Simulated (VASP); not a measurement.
Crystal: Cd3HgSe4.

```xyz
8
Lattice="-2.9816 2.9816 5.9633 2.9816 -2.9816 5.9633 2.9816 2.9816 -5.9633" Properties=species:S:1:pos:R:3 pbc="T T T"
Cd    0.0000    0.0000    5.9633
Cd    2.9816    0.0000    2.9816
Cd    0.0000    2.9816    2.9816
Hg    0.0000    0.0000    0.0000
Se    1.4908    1.4908    7.4541
Se    1.4908    1.4908    1.4908
Se    1.4908   -1.4908    4.4725
Se   -1.4908    1.4908    4.4725
```

* Program: VASP 6.6.1
* Task: relaxation of cell and atoms
* Functional: PBE
* Potentials or basis: VASP PAW PBE potentials, release 64 (Cd, Hg, Se)
* Cutoff: 600 eV
* k mesh: 4 × 4 × 4
* Occupations: gaussian, width 0.1 eV
* Spin: no spin polarisation

At the start: pressure 7.6 GPa; volume 26.51 Å³/atom.

Question: How do energy, volume and symmetry change on relaxing?

Answer: Over 6 steps the energy falls by 76.9 meV/atom and the volume is 30.17 Å³/atom (+13.8 %); space group I-42m (No. 121, to 0.1 Å) before and after.

The path:
| step | energy change (eV) | largest force (eV/Å) | pressure (GPa) | volume (Å³) |
| --- | --- | --- | --- | --- |
| 1 | 0.0000 | 0.2093 | 7.65 | 212.06 |
| 2 | -0.5361 | 0.0555 | -1.94 | 253.30 |
| 3 | -0.6135 | 0.0823 | 0.02 | 240.85 |
| 4 | -0.6135 | 0.0807 | -0.09 | 241.45 |
| 5 | -0.6145 | 0.0544 | -0.08 | 241.41 |
| 6 | -0.6154 | 0.0042 | -0.06 | 241.33 |

Final structure:
```yaml
crystal:
  lattice:
    - [-3.11279, 3.11279, 6.22653]
    - [3.11279, -3.11279, 6.22653]
    - [3.11279, 3.11279, -6.22653]
  atoms:
    - { symbol: Cd, position: [0.50000, 0.50000, 0.00000] }
    - { symbol: Cd, position: [0.25000, 0.75000, 0.50000] }
    - { symbol: Cd, position: [0.75000, 0.25000, 0.50000] }
    - { symbol: Hg, position: [0.00000, 0.00000, 0.00000] }
    - { symbol: Se, position: [0.87411, 0.87411, 0.49639] }
    - { symbol: Se, position: [0.37773, 0.37773, 0.50361] }
    - { symbol: Se, position: [0.12589, 0.62227, 0.00000] }
    - { symbol: Se, position: [0.62227, 0.12589, 0.00000] }
```
